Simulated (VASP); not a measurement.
# TiAl30 (a cell with a defect) in VASP: notebook

TiAl30 (a cell with a defect) is run at these levels: r2SCAN; tasks: single point.

Program: VASP 6.6.1. These are calculated values, not measurements. Logs are shortened: lines on timing, memory, paths and dates and some standing lists are left out, and cuts for length are marked.

**1. The cell of the first run**

The cell holds a defect, 31 atoms: a = 8.100 Å, b = 8.100 Å, c = 8.100 Å, α = 90.00°, β = 90.00°, γ = 90.00°.

**2. Single point, r2SCAN**

File POSCAR:

```
TiAl30
1.0
    8.1000000000      0.0000000000      0.0000000000
    0.0000000000      8.1000000000      0.0000000000
    0.0000000000      0.0000000000      8.1000000000
Al Ti
30 1
Direct
    0.4994241582      0.0000000000      0.0028473809
    0.7502886754      0.2533484570     -0.0012591336
    0.7519128186      0.0000000000      0.2508878284
   -0.0031412920      0.0000000000     -0.0031412920
    0.2444643369      0.2550440812     -0.0024179416
    0.5019330010      0.5000000000      0.0016177626
    0.7502886754      0.7466515430     -0.0012591336
    0.5000837756      0.2514110777      0.2503069139
    0.7494618617      0.5000000000      0.2490105383
    0.7521860149      0.2536732663      0.5023709100
    0.7531803540      0.0000000000      0.7531803540
   -0.0040721310      0.5000000000     -0.0040721310
    0.2444643369      0.7449559188     -0.0024179416
   -0.0024179416      0.2550440812      0.2444643369
    0.2482463708      0.5000000000      0.2482463708
    0.5000837756      0.7485889223      0.2503069139
    0.0028473809      0.0000000000      0.4994241582
    0.2503069139      0.2514110777      0.5000837756
    0.5004228653      0.5000000000      0.5004228653
    0.7521860149      0.7463267337      0.5023709100
    0.2508878284      0.0000000000      0.7519128186
    0.5023709100      0.2536732663      0.7521860149
    0.7492171368      0.5000000000      0.7492171368
   -0.0024179416      0.7449559188      0.2444643369
    0.0016177626      0.5000000000      0.5019330010
    0.2503069139      0.7485889223      0.5000837756
   -0.0012591336      0.2533484570      0.7502886754
    0.2490105383      0.5000000000      0.7494618617
    0.5023709100      0.7463267337      0.7521860149
   -0.0012591336      0.7466515430      0.7502886754
    0.5070042433      0.0000000000      0.5070042433
```

File INCAR.step1:

```
SYSTEM = TiAl30
PREC = Accurate
ENCUT = 520
ISMEAR = 0
SIGMA = 0.15
LREAL = Auto
LASPH = .TRUE.
NELM = 100
NBANDS = 72
GGA = PE
ALGO = Normal
EDIFF = 1E-4
LWAVE = .TRUE.
LCHARG = .FALSE.
```

File INCAR.step2:

```
SYSTEM = TiAl30
PREC = Accurate
ENCUT = 520
EDIFF = 1E-6
ISMEAR = 0
SIGMA = 0.15
LREAL = Auto
LASPH = .TRUE.
NELM = 100
ALGO = Normal
ISIF = 2
LWAVE = .FALSE.
LCHARG = .FALSE.
METAGGA = R2SCAN
LMIXTAU = .TRUE.
NBANDS = 72
ISTART = 1
```

File KPOINTS:

```
Automatic mesh
0
G
  2 2 2
  0 0 0
```

Potentials or basis: VASP PAW PBE potentials, release 64 (Al, Ti_sv).

Started as:

```console
$ cat potpaw_PBE.64/Al/POTCAR potpaw_PBE.64/Ti_sv/POTCAR > POTCAR
$ cp INCAR.step1 INCAR
$ mpirun -np 1 vasp_std > vasp.out
$ cp INCAR.step2 INCAR
$ mpirun -np 1 vasp_std > vasp.out
```

OUTCAR:

```text
SYSTEM = TiAl30
   PREC = Accurate
   ENCUT = 520
   EDIFF = 1E-6
   ISMEAR = 0
   LREAL = Auto
   LASPH = .TRUE.
   NELM = 100
   ISIF = 2
   METAGGA = R2SCAN
   ISTART = 1

 ion  position               nearest neighbor table
   1  0.499  0.000  0.003-   8 2.86  16 2.86  21 2.86   3 2.87  11 2.88   2 2.89   7 2.89  22 2.89
                            29 2.89   5 2.92  13 2.92
   2  0.750  0.253  0.999-  12 2.82  14 2.82  22 2.83   6 2.84  23 2.84  27 2.85   9 2.85  11 2.86
                             4 2.86   8 2.87   1 2.89   3 2.90
   3  0.752  0.000  0.251-   4 2.86  17 2.86   1 2.87  14 2.87  24 2.87  31 2.87  16 2.88   8 2.88
                            10 2.89  20 2.89   2 2.90   7 2.90
   4  0.997  0.000  0.997-  11 2.79   3 2.86  21 2.86  27 2.86  30 2.86   2 2.86   7 2.86   5 2.88
                            24 2.88  13 2.88  14 2.88
   5  0.244  0.255  0.998-  27 2.82  28 2.82  12 2.83  14 2.83  15 2.84  21 2.87   6 2.88   4 2.88
                            22 2.88   8 2.91   1 2.92
   6  0.502  0.500  0.002-   9 2.83   7 2.84   2 2.84  22 2.84  29 2.84   8 2.85  16 2.85  23 2.86
                            15 2.87  13 2.88   5 2.88  28 2.89
   7  0.750  0.747  0.999-  12 2.82  24 2.82  29 2.83   6 2.84  23 2.84  30 2.85   9 2.85  11 2.86
                             4 2.86  16 2.87   1 2.89   3 2.90
   8  0.500  0.251  0.250-   6 2.85   9 2.85  19 2.86   1 2.86  18 2.86  15 2.87   2 2.87   3 2.88
                            10 2.89  31 2.91   5 2.91
   9  0.749  0.500  0.249-  14 2.82  24 2.82   6 2.83   2 2.85   7 2.85  16 2.85   8 2.85  12 2.86
[... 31 lines left out ...]
  25  0.002  0.500  0.502-  28 2.83  27 2.84  30 2.84  20 2.84  10 2.84  26 2.85  18 2.85  23 2.86
                            15 2.87  14 2.88  24 2.88   9 2.89
  26  0.250  0.749  0.500-  25 2.85  28 2.85  19 2.86  17 2.86  16 2.86  15 2.87  30 2.87  21 2.88
                            29 2.89  31 2.91  24 2.91
  27  0.999  0.253  0.750-  12 2.82   5 2.82  10 2.83  25 2.84  23 2.84   2 2.85  28 2.85  11 2.86
                             4 2.86  18 2.87  17 2.89  21 2.90
  28  0.249  0.500  0.749-   5 2.82  13 2.82  25 2.83  27 2.85  30 2.85  18 2.85  26 2.85  12 2.86
                            29 2.86  22 2.86  19 2.87   6 2.89
  29  0.502  0.746  0.752-  23 2.82   7 2.83   6 2.84  19 2.85  31 2.86  20 2.86  28 2.86  13 2.88
                            26 2.89   1 2.89  11 2.89  21 2.89
  30  0.999  0.747  0.750-  12 2.82  13 2.82  20 2.83  25 2.84  23 2.84   7 2.85  28 2.85  11 2.86
                             4 2.86  26 2.87  17 2.89  21 2.90
  31  0.507  0.000  0.507-  11 2.82  10 2.86  20 2.86  22 2.86  29 2.86   3 2.87  21 2.87  16 2.91
                            18 2.91  26 2.91   8 2.91

  LATTYP: Found a simple cubic cell.
 ALAT       =     8.1000000000

  Lattice vectors:

 A1 = (   8.1000000000,   0.0000000000,   0.0000000000)
 A2 = (   0.0000000000,   8.1000000000,   0.0000000000)
 A3 = (   0.0000000000,   0.0000000000,   8.1000000000)

Analysis of symmetry for initial positions (statically):
[... 179 lines left out ...]
   ISMEAR =     0;   SIGMA  =   0.15  broadening in eV -4-tet -1-fermi 0-gaus
   EFERMI_NEDOS =   21; number of points for ismear=-14 and -15
   IALGO  =     38    algorithm
   IMIX   =      4    mixing-type and parameters
     AMIX     =   0.40;   BMIX     =  1.00
     AMIX_MAG =   1.60;   BMIX_MAG =  1.00
  volume/ion in A,a.u.               =      17.14       115.69
  Fermi-wavevector in a.u.,A,eV,Ry     =   0.944329  1.784523 12.133087  0.891757
  Thomas-Fermi vector in A             =   2.072123
   LORBIT       =      0    0 simple, 1 ext, 2 COOP (PROOUT), +10 PAW based schemes
   METAGGA = R2SCAN    functional components
   LHFCALC =     F    Hartree Fock is set to
   AEXX    =    0.0000 exact exchange contribution
   IVDW    =     0    specifies the selected vdW correction
   LEPSILON=     F    determine dielectric tensor
   LRPA    =     F    only Hartree local field effects (RPA)
 non-spin polarized calculation
 Gauss-broadening in eV      SIGMA  =   0.15
  energy-cutoff  :      520.00
  volume of cell :      531.44
 maximum number of plane-waves:     14400
   NGX = 31   NGY = 31   NGZ = 31

 number of electron     102.0000002 magnetization

 Free energy of the ion-electron system (eV)
  ---------------------------------------------------
  ext. energy  EPLUGINS =         0.00000000
  ---------------------------------------------------
  free energy    TOTEN  =      -214.41621924 eV

  energy without entropy =     -214.22502094  energy(sigma->0) =     -214.32062009

 E-fermi :   7.3687     XC(G=0): -10.7626

 val. band max:        7.3547200683   @ k =   0.5000   0.5000   0.5000
 cond. band min:       7.3748856702   @ k =   0.5000   0.5000   0.5000
 fundamental gap:      0.0201656019
 Fermi energy:         7.3687079942

 k-point     1 :       0.0000    0.0000    0.0000
  band No.  band energies     occupation
      1     -52.1145      2.00000
      2     -27.3432      2.00000
      3     -27.3340      2.00000
      4     -27.3270      2.00000
      5      -3.9687      2.00000
      6      -1.7371      2.00000
[... 385 lines left out ...]
     62       8.6829      0.00000
     63       9.4875      0.00000
 [bands above 63 left out]

------------------------ aborting loop because EDIFF is reached ----------------------------------------

  FORCE on cell =-STRESS in cart. coord.  units (eV):
  Direction    XX          YY          ZZ          XY          YZ          ZX
  --------------------------------------------------------------------------------------
  -------------------------------------------------------------------------------------
  Total      -13.3274602    -14.6735333    -13.3274602      0.0000000      0.0000000      0.9441575
  in kB      -40.1793513    -44.2374647    -40.1793513      0.0000000      0.0000000      2.8464265
  external PRESSURE =     -41.5320558 kB  Pullay stress =       0.0000000 kB

 VOLUME and BASIS-vectors are now :
 -----------------------------------------------------------------------------
  energy-cutoff  :      520.00
  volume of cell :      531.44
      direct lattice vectors                 reciprocal lattice vectors
     8.100000000  0.000000000  0.000000000     0.123456790  0.000000000  0.000000000
     0.000000000  8.100000000  0.000000000     0.000000000  0.123456790  0.000000000
     0.000000000  0.000000000  8.100000000     0.000000000  0.000000000  0.123456790

 POSITION                                       TOTAL-FORCE (eV/Angst)
 -----------------------------------------------------------------------------------
      4.04534      0.00000      0.02306         0.003724      0.000000     -0.004140
      6.07734      2.05212      8.08980        -0.006237     -0.001792      0.001679
      6.09049      0.00000      2.03219         0.008537      0.000000     -0.004571
      8.07456      0.00000      8.07456        -0.005376      0.000000     -0.005376
      1.98016      2.06586      8.08041        -0.006054      0.002306     -0.000718
      4.06566      4.05000      0.01310        -0.001779      0.000000      0.006442
[... 23 lines left out ...]
      8.08980      6.04788      6.07734         0.001679      0.001792     -0.006237
      4.10673      0.00000      4.10673         0.017243      0.000000      0.017243
 -----------------------------------------------------------------------------------
    total drift:                                0.029043      0.000000      0.029043

  FREE ENERGIE OF THE ION-ELECTRON SYSTEM (eV)
  ---------------------------------------------------
  free  energy   TOTEN  =      -214.4162192405 eV

  energy  without entropy=     -214.2250209448  energy(sigma->0) =     -214.32062009
```

Run time: 14 min. Hardware: 1 thread of Intel Xeon Platinum 8488C (Sapphire Rapids), shared host; peak memory 0.61 GiB.

What came out:

```
Free energy            : -214.4162 eV
Pressure               : -4.2 GPa
Largest force          : 0.024 eV/Å
Band gap on the k mesh : zero (band 51 reaches 7.52 eV, above the bottom of band 52 at 7.23 eV)
```

Forces in eV/Å, atoms in the order of the input:
```
Al   0.004  0.000 -0.004
Al  -0.006 -0.002  0.002
Al   0.009  0.000 -0.005
Al  -0.005  0.000 -0.005
Al  -0.006  0.002 -0.001
Al  -0.002  0.000  0.006
Al  -0.006  0.002  0.002
Al   0.001  0.009 -0.002
Al  -0.009  0.000 -0.004
Al   0.002  0.004  0.004
Al   0.012  0.000  0.012
Al   0.000  0.000  0.000
Al  -0.006 -0.002 -0.001
Al  -0.001  0.002 -0.006
Al   0.002  0.000  0.002
Al   0.001 -0.009 -0.002
Al  -0.004  0.000  0.004
Al  -0.002  0.009  0.001
Al   0.003  0.000  0.003
Al   0.002 -0.004  0.004
Al  -0.005  0.000  0.009
Al   0.004  0.004  0.002
Al  -0.009  0.000 -0.009
Al  -0.001 -0.002 -0.006
Al   0.006  0.000 -0.002
Al  -0.002 -0.009  0.001
Al   0.002 -0.002 -0.006
Al  -0.004  0.000 -0.009
Al   0.004 -0.004  0.002
Al   0.002  0.002 -0.006
Ti   0.017  0.000  0.017
```

Levels at points of the mesh, in eV from the Fermi level:
| k point | band 46 | band 47 | band 48 | band 49 | band 50 | band 51 | band 52 | band 53 | band 54 | band 55 |
| --- | --- | --- | --- | --- | --- | --- | --- | --- | --- | --- |
| (0.00, 0.00, 0.00) | -0.38 | -0.35 | -0.26 | -0.22 | 0.05 | 0.15 | 0.45 | 0.53 | 0.59 | 0.64 |
| (0.50, 0.00, 0.00) | -0.72 | -0.63 | -0.29 | -0.24 | -0.16 | -0.12 | -0.03 | 0.01 | 0.42 | 0.51 |
| (0.00, 0.50, 0.00) | -0.87 | -0.55 | -0.34 | -0.28 | -0.26 | -0.15 | -0.08 | 0.21 | 0.35 | 0.55 |
| (0.50, 0.50, 0.00) | -0.87 | -0.80 | -0.62 | -0.25 | 0.01 | 0.01 | 0.46 | 0.53 | 0.59 | 0.67 |
| (0.50, 0.00, 0.50) | -0.94 | -0.84 | -0.82 | -0.19 | 0.02 | 0.06 | 0.37 | 0.46 | 0.62 | 0.73 |
| (0.50, 0.50, 0.50) | -0.52 | -0.52 | -0.52 | -0.47 | -0.47 | -0.32 | -0.14 | -0.07 | -0.01 | 0.01 |

Caveat: the k points lie up to 0.39 Å⁻¹ apart; the PAW data sets were made with another functional, which shifts forces and pressure a little.

[end of part 1 of 2]
